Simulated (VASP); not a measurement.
# AgCl (Cmcm) in VASP: notebook, part 2 of 2

VASP 6.6.1. Earlier steps stand in the parts before.

### Step 4. Electric field gradients, PBEsol (21.21 Å³/atom)

This run uses another cell than the first one, of 21.21 Å³/atom.

File INCAR:

```
PREC = Accurate
ENCUT = 520
EDIFF = 1E-8
ISMEAR = -1
SIGMA = 0.03
LREAL = False
LASPH = True
NELM = 100
ALGO = Normal
ISIF = 2
LWAVE = False
LCHARG = False
GGA = PS
LEFG = True
NBANDS = 26
```

File KPOINTS:

```
Automatic mesh
0
Gamma
  9 9 8
```

File POSCAR:

```
AgCl
1.0
    1.8955297593     -5.6297167164      0.0000000000
    1.8955297593      5.6297167164      0.0000000000
    0.0000000000      0.0000000000      3.9756753421
Ag Cl
2 2
Direct
    0.3965554000      0.6034446000      0.7500000000
    0.6034446000      0.3965554000      0.2500000000
    0.8654487300      0.1345512700      0.2500000000
    0.1345512700      0.8654487300      0.7500000000
```

Potentials or basis: VASP PAW PBE potentials, release 64 (Ag, Cl).

The run is started by

```bash
$ cat potpaw_PBE.64/Ag/POTCAR potpaw_PBE.64/Cl/POTCAR > POTCAR
$ mpirun -np 1 vasp_std > vasp.out
```

OUTCAR:

```text
PREC = Accurate
   ENCUT = 520
   EDIFF = 1E-8
   ISMEAR = -1
   LREAL = False
   LASPH = True
   NELM = 100
   ISIF = 2
   GGA = PS

 ion  position               nearest neighbor table
   1  0.397  0.603  0.750-   3 2.77   3 2.77   3 2.77   3 2.77   4 2.95   2 3.06   2 3.06
   2  0.603  0.397  0.250-   4 2.77   4 2.77   4 2.77   4 2.77   3 2.95   1 3.06   1 3.06
   3  0.865  0.135  0.250-   1 2.77   1 2.77   1 2.77   1 2.77   2 2.95
   4  0.135  0.865  0.750-   2 2.77   2 2.77   2 2.77   2 2.77   1 2.95

  LATTYP: Found a base centered orthorhombic cell.
 ALAT       =     3.7910595186
 B/A-ratio  =     2.9699964819
 C/A-ratio  =     1.0486976853

  Lattice vectors:

 A1 = (   1.8955297593,  -5.6297167164,   0.0000000000)
 A2 = (   1.8955297593,   5.6297167164,   0.0000000000)
 A3 = (   0.0000000000,   0.0000000000,   3.9756753421)

Analysis of symmetry for initial positions (statically):
=====================================================================
 Subroutine PRICEL returns:
 Original cell was already a primitive cell.

 Routine SETGRP: Setting up the symmetry group for a
 base centered orthorhombic supercell.

 Subroutine GETGRP returns: Found  8 space group operations
 (whereof  4 operations were pure point group operations)
 out of a pool of  8 trial point group operations.

The static configuration has the point symmetry C_2h.
 The point group associated with its full space group is D_2h.

Analysis of symmetry for dynamics (positions and initial velocities):
=====================================================================
 Subroutine PRICEL returns:
[... 868 lines left out ...]

  FORCE on cell =-STRESS in cart. coord.  units (eV):
  Direction    XX          YY          ZZ          XY          YZ          ZX
  --------------------------------------------------------------------------------------
  -------------------------------------------------------------------------------------
  Total       -2.6293098     -1.9075854     -2.8053196      0.0000000     -0.0000000      0.0000000
  in kB      -49.6471458    -36.0194037    -52.9705967      0.0000000     -0.0000000      0.0000000
  external PRESSURE =     -46.2123821 kB  Pullay stress =       0.0000000 kB

 VOLUME and BASIS-vectors are now :
 -----------------------------------------------------------------------------
  energy-cutoff  :      520.00
  volume of cell :       84.85
      direct lattice vectors                 reciprocal lattice vectors
     1.895529759 -5.629716716  0.000000000     0.263778502 -0.088814416  0.000000000
     1.895529759  5.629716716  0.000000000     0.263778502  0.088814416  0.000000000
     0.000000000  0.000000000  3.975675342     0.000000000  0.000000000  0.251529593

 POSITION                                       TOTAL-FORCE (eV/Angst)
 -----------------------------------------------------------------------------------
      1.89553      1.16473      2.98176         0.000000      0.001820      0.000000
      1.89553     -1.16473      0.99392         0.000000     -0.001820     -0.000000
      1.89553     -4.11475      0.99392         0.000000     -0.057424     -0.000000
      1.89553      4.11475      2.98176         0.000000      0.057424      0.000000
 -----------------------------------------------------------------------------------
    total drift:                                0.000000     -0.000000      0.000000

  FREE ENERGIE OF THE ION-ELECTRON SYSTEM (eV)
  ---------------------------------------------------
  free  energy   TOTEN  =       -11.9383134377 eV

  energy  without entropy=      -11.9382979764  energy(sigma->0) =      -11.93830571

 Electric field gradients (V/A^2)
---------------------------------------------------------------------
 ion       V_xx      V_yy      V_zz      V_xy      V_xz      V_yz
---------------------------------------------------------------------
   1     -21.773    48.096   -26.323     0.000     0.000    -0.000
   2     -21.773    48.096   -26.323    -0.000     0.000    -0.000
   3      34.846   -54.865    20.019     0.000    -0.000    -0.000
   4      34.846   -54.865    20.019     0.000     0.000    -0.000
---------------------------------------------------------------------

 Electric field gradients after diagonalization (V/A^2)
 (convention: |V_zz| > |V_xx| > |V_yy|)
----------------------------------------------------------------------
 ion       V_xx      V_yy      V_zz     asymmetry (V_yy - V_xx)/ V_zz
----------------------------------------------------------------------
   1     -26.323   -21.773    48.096       0.095
   2     -26.323   -21.773    48.096       0.095
   3      34.846    20.019   -54.865       0.270
   4      34.846    20.019   -54.865       0.270
----------------------------------------------------------------------

           NMR quadrupolar parameters

 Cq : quadrupolar parameter    Cq=e*Q*V_zz/h
 eta: asymmetry parameters     (V_yy - V_xx)/ V_zz
 Q  : nuclear electric quadrupole moment in mb (millibarn)
----------------------------------------------------------------------
 ion       Cq(MHz)       eta       Q (mb)
----------------------------------------------------------------------
   1       0.116       0.095       1.000
   2       0.116       0.095       1.000
   3      -0.133       0.270       1.000
   4      -0.133       0.270       1.000
----------------------------------------------------------------------
```

OSZICAR:

```text
N       E                     dE             d eps       ncg     rms          rms(c)
DAV:   1     0.233986551891E+03    0.23399E+03   -0.17629E+04  6500   0.128E+03
DAV:   2     0.708625572271E+00   -0.23328E+03   -0.22185E+03  7396   0.281E+02
DAV:   3    -0.122801791787E+02   -0.12989E+02   -0.12881E+02  7700   0.670E+01
DAV:   4    -0.124227730456E+02   -0.14259E+00   -0.14247E+00  7322   0.770E+00
DAV:   5    -0.124246795830E+02   -0.19065E-02   -0.19064E-02  7680   0.914E-01    0.827E+00
DAV:   6    -0.119437972425E+02    0.48088E+00   -0.10825E+00  7066   0.114E+01    0.578E+00
DAV:   7    -0.119453452334E+02   -0.15480E-02   -0.30257E-01  6784   0.301E+00    0.271E+00
DAV:   8    -0.119390526816E+02    0.62926E-02   -0.19366E-02  6976   0.133E+00    0.624E-01
DAV:   9    -0.119382317843E+02    0.82090E-03   -0.39152E-03  7366   0.712E-01    0.121E-01
DAV:  10    -0.119382857449E+02   -0.53961E-04   -0.41962E-04  6982   0.124E-01    0.627E-02
DAV:  11    -0.119383165357E+02   -0.30791E-04   -0.29569E-05  6808   0.532E-02    0.222E-02
DAV:  12    -0.119383136482E+02    0.28875E-05   -0.73611E-06  7060   0.380E-02    0.440E-03
DAV:  13    -0.119383134834E+02    0.16480E-06   -0.14473E-06  7138   0.671E-03    0.307E-03
DAV:  14    -0.119383134830E+02    0.43838E-09   -0.14631E-07  6928   0.419E-03    0.198E-03
DAV:  15    -0.119383134524E+02    0.30599E-07   -0.35052E-08  6554   0.124E-03    0.725E-04
DAV:  16    -0.119383134282E+02    0.24147E-07   -0.47894E-09  4554   0.775E-04    0.321E-04
DAV:  17    -0.119383134377E+02   -0.94738E-08   -0.32796E-09  3438   0.522E-04
   1 F= -.11938313E+02 E0= -.11938306E+02  d E =-.154613E-04
```

stdout:

```text
POSCAR found type information on POSCAR AgCl
 POSCAR found :  2 types and       4 ions
 scaLAPACK will be used
 -----------------------------------------------------------------------------
|                                                                             |
|                                                                             |
|     You enforced a specific xc type in the INCAR file but a different       |
|     I HOPE YOU KNOW WHAT YOU ARE DOING!                                     |
|                                                                             |
 -----------------------------------------------------------------------------

 LDA part: xc-table for (Slater+PW92), standard interpolation
 POSCAR, INCAR and KPOINTS ok, starting setup
 FFT: planning ... GRIDC
 FFT: planning ... GRID_SOFT
 FFT: planning ... GRID
 WAVECAR not read
 entering main loop
ion   1

ion   2

ion   3

ion   4
```

It took 5 min on 1 thread of Intel Xeon Platinum 8259CL at 2.50GHz (Skylake/Cascade Lake), shared host; peak memory 0.4 GiB.

Results:

| Property | Result |
| --- | --- |
| Free energy | -11.9383 eV |
| Pressure | -4.6 GPa |
| Largest force | 0.057 eV/Å |
| Band gap on the k mesh | 0.34 eV (least direct gap 1.74 eV) |
| Largest electric field gradient by atom | Ag +48.1; Cl -54.9 V/Å² |

Forces in eV/Å, atoms in the order of the input:
```
Ag   0.000  0.002  0.000
Ag   0.000 -0.002  0.000
Cl   0.000 -0.057  0.000
Cl   0.000  0.057  0.000
```

Levels at points of the mesh, in eV from the valence-band top:
```tsv
k point	band 14	band 15	band 16	band 17	band 18	band 19	band 20	band 21	band 22	band 23
(0.00, 0.00, 0.00)	-2.13	-2.09	-1.64	-1.57	-1.40	0.34	3.04	7.47	8.32	9.91
(0.00, 0.00, 0.50)	-2.20	-1.23	-1.23	-0.08	-0.08	4.19	4.19	6.67	6.67	8.06
```

Electric field gradients, principal values (V/Å²):
| atom | least | middle | greatest (by size) |
| --- | --- | --- | --- |
| 1 Ag | -21.773 | -26.323 | 48.096 |
| 2 Ag | -21.773 | -26.323 | 48.096 |
| 3 Cl | 20.019 | 34.846 | -54.865 |
| 4 Cl | 20.019 | 34.846 | -54.865 |

Caveat: the cell stands under tension; semilocal functionals underestimate gaps, and a narrow one can read as zero; without QUAD_EFG the Cq values of the log hold for a quadrupole moment of 1 mb, not for the nuclei; the PAW data sets were made with another functional, which shifts forces and pressure a little.
